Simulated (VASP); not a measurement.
Input of a VASP 6.6.1 run:

The input POSCAR:

```
Cs8Sn3Pb5Br24
1.0
   11.5492580000      0.0000000000      0.0000000000
    0.0000000000     11.5492580000      0.0000000000
    0.0000000000      0.0000000000     11.5492580000
Cs Sn Pb Br
8 3 5 24
Direct
    0.0083420000      0.9882250000      0.9714980000
    0.0052630000      0.9702710000      0.4851490000
    0.0043710000      0.4729650000      0.9781410000
    0.0025950000      0.4747550000      0.4694470000
    0.4980370000      0.0251630000      0.0309290000
    0.4963660000      0.0275800000      0.5221470000
    0.4952600000      0.5295930000      0.0152690000
    0.4930660000      0.5115190000      0.5297830000
    0.2502290000      0.2499210000      0.2501050000
    0.2504190000      0.2500870000      0.7500830000
    0.2502280000      0.7501170000      0.7499360000
    0.2503870000      0.7498950000      0.2500270000
    0.7503090000      0.2497190000      0.2498440000
    0.7504660000      0.2499500000      0.7500640000
    0.7503000000      0.7497790000      0.2502690000
    0.7503070000      0.7500500000      0.7502690000
    0.2267930000      0.2196940000      0.0002210000
    0.2740560000      0.2801870000      0.4999590000
    0.2864140000      0.7866560000      0.9973690000
    0.2140820000      0.7133420000      0.5034010000
    0.7795080000      0.2002760000      0.0001490000
    0.7214860000      0.2988510000      0.5004350000
    0.7113620000      0.7968730000      0.0000580000
    0.7888340000      0.7024270000      0.5002620000
    0.0035110000      0.2137970000      0.2783430000
    0.0035650000      0.2740370000      0.7235880000
    0.0005380000      0.7963090000      0.2191450000
    0.0031580000      0.7304210000      0.7880040000
    0.4973980000      0.2856850000      0.2216960000
    0.4972240000      0.2259200000      0.7766340000
    0.4999880000      0.7028380000      0.2813920000
    0.4969790000      0.7700160000      0.7123840000
    0.2877180000      0.0023060000      0.2848200000
    0.2275310000      0.0004200000      0.7184220000
    0.2125960000      0.4973840000      0.2153820000
    0.2728200000      0.4996130000      0.7818170000
    0.7082560000      0.9999090000      0.2957370000
    0.7758400000      0.0000120000      0.6994420000
    0.7922100000      0.4995370000      0.2041350000
    0.7247870000      0.4996590000      0.8003130000
```

INCAR.step1

```
SYSTEM = Cs8Sn3Pb5Br24
ALGO     = Normal         ! electronic algorithm
EDIFF    = 1E-5           ! SCF threshold, eV
ENCUT    = 520            ! plane-wave cutoff, eV
GGA      = PE             ! functional
ISIF     = 2              ! what is computed and relaxed
ISMEAR   = -1             ! smearing method
LASPH    = .TRUE.         ! aspherical terms in the spheres
LCHARG   = .FALSE.        ! write CHGCAR
LREAL    = Auto         
LUSENCCL = .FALSE.      
LWAVE    = .TRUE.         ! write WAVECAR
NBANDS   = 202            ! bands
NELM     = 100            ! most SCF steps
PREC     = Accurate       ! precision mode
SIGMA    = 0.05           ! smearing width, eV
```

INCAR.step2

```
SYSTEM = Cs8Sn3Pb5Br24
ALGO     = Normal         ! electronic algorithm
EDIFF    = 1E-6           ! SCF threshold, eV
ENCUT    = 520            ! plane-wave cutoff, eV
GGA      = PE             ! functional
HFSCREEN = 0.2079         ! screening, 1/A
ISIF     = 2              ! what is computed and relaxed
ISMEAR   = -1             ! smearing method
ISTART   = 1            
LASPH    = .TRUE.         ! aspherical terms in the spheres
LCHARG   = .FALSE.        ! write CHGCAR
LHFCALC  = .TRUE.         ! exact exchange
LREAL    = Auto         
LUSENCCL = .FALSE.      
LWAVE    = .FALSE.        ! write WAVECAR
NBANDS   = 202            ! bands
NELM     = 100            ! most SCF steps
PREC     = Accurate       ! precision mode
PRECFOCK = Fast         
SIGMA    = 0.05           ! smearing width, eV
```

KPOINTS

```
k-points
0
G
  1 1 1
  0 0 0
```

Potentials or basis: VASP PAW PBE potentials, release 64 (Cs_sv, Sn_d, Pb_d, Br).

The run is started by

```console
$ cat potpaw_PBE.64/Cs_sv/POTCAR potpaw_PBE.64/Sn_d/POTCAR potpaw_PBE.64/Pb_d/POTCAR potpaw_PBE.64/Br/POTCAR > POTCAR
$ cp INCAR.step1 INCAR
$ mpirun -np 1 vasp_gam > vasp.out
$ cp INCAR.step2 INCAR
$ mpirun -np 1 vasp_gam > vasp.out
```

**Question.** Predict the band gap on the k mesh.

**Answer.** 1.85 eV.

**Question.** Predict the pressure.

**Answer.** 2.3 GPa.

**Question.** What does it give for the largest force?

**Answer.** 0.284 eV/Å.

Stress tensor (GPa, compression positive):
```
 2.51 -0.05 -0.04
-0.05  2.24  0.06
-0.04  0.06  2.25
```

Caveat: the k points lie up to 0.54 Å⁻¹ apart; the PAW data sets were made with another functional, which shifts forces and pressure a little; spin-orbit coupling is left out, which moves the levels of the heavy elements. A k mesh can miss the band edges.
